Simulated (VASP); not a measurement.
A run of VASP 6.6.1 is set up as follows.

The input INCAR:

```
SYSTEM = GaB12
  ALGO = Normal
  EDIFF = 1E-6
  ENCUT = 520
  GGA = PE
  ISIF = 2
  ISMEAR = 0
  LASPH = .TRUE.
  LCHARG = .FALSE.
  LREAL = .FALSE.
  LWAVE = .FALSE.
  NBANDS = 36
  NELM = 100
  PREC = Accurate
  SIGMA = 0.1
```

File KPOINTS:

```
k-points
0
G
  4 4 4
  0 0 0
```

POSCAR

```
GaB12
1.0
    0.0000000000      3.7404859662      3.7404859662
    3.7404859662      0.0000000000      3.7404859662
    3.7404859662      3.7404859662      0.0000000000
Ga B
1 12
Direct
    0.0000000000      0.0000000000      0.0000000000
    0.8375701095      0.5000000000      0.5000000000
    0.8375701095      0.5000000000      0.1624298905
    0.5000000000      0.8375701095      0.1624298905
    0.5000000000      0.8375701095      0.5000000000
    0.1624298905      0.5000000000      0.5000000000
    0.5000000000      0.1624298905      0.5000000000
    0.5000000000      0.1624298905      0.8375701095
    0.1624298905      0.5000000000      0.8375701095
    0.1624298905      0.8375701095      0.5000000000
    0.5000000000      0.5000000000      0.8375701095
    0.5000000000      0.5000000000      0.1624298905
    0.8375701095      0.1624298905      0.5000000000
```

Potentials or basis: VASP PAW PBE potentials, release 64 (Ga_d, B).

Launch:

```sh
$ cat potpaw_PBE.64/Ga_d/POTCAR potpaw_PBE.64/B/POTCAR > POTCAR
$ mpirun -np 1 vasp_std > vasp.out
```

Question: Predict the largest force.

Answer: 0.018 eV/Å.

Question: Predict the pressure.

Answer: 0.2 GPa.

Forces on the atoms (eV/Å):
```
Ga   0.000  0.000  0.000
B    0.000  0.012  0.012
B   -0.012  0.000  0.012
B    0.000 -0.012  0.012
B    0.012  0.000  0.012
B    0.000 -0.012 -0.012
B   -0.012  0.000 -0.012
B    0.000  0.012 -0.012
B    0.012  0.000 -0.012
B    0.012 -0.012  0.000
B    0.012  0.012  0.000
B   -0.012 -0.012  0.000
B   -0.012  0.012  0.000
```

Caveat: the k points lie up to 0.36 Å⁻¹ apart.
